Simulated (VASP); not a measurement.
A run of VASP 6.6.1 is set up as follows.

Contents of INCAR:

```
SYSTEM = H20CO12
PREC = Accurate
ENCUT = 520
EDIFF = 1E-6
ISMEAR = -1
SIGMA = 0.05
LREAL = Auto
LASPH = .True.
NELM = 100
ALGO = Normal
ISIF = 2
LWAVE = .False.
LCHARG = .False.
GGA = PE
IVDW = 12
NBANDS = 70
```

Contents of KPOINTS:

```
Automatic mesh
0
Gamma
  1 1 1
  0 0 0
```

POSCAR

```
H20CO12
1.0
    7.3839930000      0.0000000000      0.0000000000
    0.0000000000      7.3839930000      0.0000000000
    0.0000000000      0.0000000000      7.3839930000
O H C
12 20 1
Direct
    0.5733076941      0.2319341310      0.2624731632
    0.1219665295      0.1584914829      0.2203144017
    0.5520725710      0.7967233988      0.4229554389
    0.7296458705      0.5673488585      0.6878392219
    0.3685675217      1.0743374215      0.5914415141
    0.8122705425      0.7498788257      0.1469800960
    0.5311353898      0.2734428378      0.8901146033
    0.3302955461      0.4680936182      0.3844261499
    0.8702337611     -0.0004062842      0.8811763500
    0.9824088403      0.9381238579      0.4974002548
    0.0990791839      0.4841418457      0.8701254186
    0.3344396453      0.6405071077      1.0133135283
    0.5421456927      0.1306474695      0.3400599107
    0.5337085233      0.1994584773      0.1356718513
    0.1481312347      0.2870127315      0.2403442148
    0.0485509669      0.1385293838      0.1119042231
    0.4570968580      0.7067449820      0.4125003910
    0.6334377619      0.7936898098      0.3064737467
    0.7496079696      0.5212762255      0.5612004237
    0.6679312941      0.6817720439      0.6578419021
    0.4380150415      0.9621894279      0.5494317235
    0.2409807268      1.0430941633      0.5851170227
    0.8205858267      0.8043344570      0.0231446590
    0.8214931948      0.6208429504      0.1118635947
    0.4497431132      0.2150868778      0.8001768149
    0.6024382743      0.3639765097      0.8176605801
    0.2745804336      0.3891661327      0.4724950308
    0.4248514320      0.3949759974      0.3198269554
    0.7690825276      0.0843987799      0.8655479495
    0.9276958957      0.0000406284      0.7598598753
    1.0105101671      0.9986060388      0.3743367579
    0.9400198510      0.8149520185      0.4715876627
    0.2220072527      0.5618775641      0.9342506148
```

Potentials or basis: VASP PAW PBE potentials, release 64 (O, H, C).

The run is started by

```console
$ cat potpaw_PBE.64/O/POTCAR potpaw_PBE.64/H/POTCAR potpaw_PBE.64/C/POTCAR > POTCAR
$ mpirun -np 1 vasp_gam > vasp.out
```

**Question.** Estimate the largest force.

**Answer.** 1.910 eV/Å.

**Question.** Estimate the dispersion energy per atom.

**Answer.** -0.031 eV.

**Question.** What does it give for the pressure?

**Answer.** -2.0 GPa.

Stress tensor (GPa, compression positive):
```
-1.13 -0.09  1.00
-0.09 -1.55 -0.36
 1.00 -0.36 -3.30
```

Caveat: the k points lie up to 0.85 Å⁻¹ apart.
